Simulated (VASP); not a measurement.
The system is HgTe (Coloradoite).

```
CELL_PARAMETERS angstrom
0.00000 3.19293 3.19293
3.19293 0.00000 3.19293
3.19293 3.19293 0.00000
ATOMIC_POSITIONS crystal
Hg 0.00000 0.00000 0.00000
Te 0.75000 0.75000 0.75000
```

Base run:

| Quantity | Value |
| --- | --- |
| Program | VASP 6.6.1 |
| Functional | PBEsol |
| Dispersion | D3(BJ) |
| Potentials or basis | VASP PAW PBE potentials, release 64 (Hg, Te) |
| Cutoff | 520 eV |
| k mesh | 7 × 7 × 7 |
| Occupations | fermi-dirac, width 0.05 eV |
| Spin | no spin polarisation |

Its results: band gap on the k mesh zero (filled and empty bands touch); pressure 1.2 GPa.

After a change of settings the same cell gave: band gap on the k mesh zero (filled and empty bands touch); pressure 4.4 GPa. Which change was it?
A. functional from PBEsol to r2SCAN
B. dispersion from D3(BJ) to none
C. functional from PBEsol to revPBE; dispersion from D3(BJ) to none
D. functional from PBEsol to BLYP

D.

BLYP binds less tightly than PBEsol, so the same cell stands under more pressure.

Caveats: the PAW data sets were made with another functional, which shifts forces and pressure a little; spin-orbit coupling is left out, which moves the levels of the heavy elements; pairwise dispersion overbinds metals, which lowers pressure and volume.
